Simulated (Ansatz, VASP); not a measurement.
## One calculation of Ta, two programs

```xyz
1
Lattice="-1.6513 1.6513 1.6017 1.6513 -1.6513 1.6017 1.6513 1.6513 -1.6017" Properties=species:S:1:pos:R:3 pbc="T T T"
Ta    0.0000    0.0000    0.0000
```

Change from the starting cell: strain +0.000 along x and y, -0.030 along z, atoms carried along.

Alike in both runs: task single point; functional PBE; k mesh 20 × 20 × 20; occupations gaussian, width 0.15 eV; no spin polarisation.

|  | VASP | Ansatz |
| --- | --- | --- |
| version | VASP 6.6.1 | Ansatz 0.2.0 |
| potentials or method | VASP PAW PBE potentials, release 64 (Ta_pv), cutoff 520 eV | scalar-relativistic, plane waves, PAW |
| valence electrons in the cell | 11 | 13 |

Ansatz gave:

- gap on the k mesh at the Fermi level (eV): none
- pressure (GPa): 9.9
- traceless stress, the component that is largest in VASP (GPa): 2.64

Problem. Which values does VASP return?

Solution. gap on the k mesh at the Fermi level (eV): none; pressure (GPa): 10.1; traceless stress, the component that is largest in VASP (GPa): 2.64.

A gap of «none» marks a metal or a gap that the smearing closes. VASP's potentials hold 11 valence electrons a cell and Ansatz's 13, so a difference there can come from the potentials and not from the codes.

Neither program's run includes spin-orbit coupling.
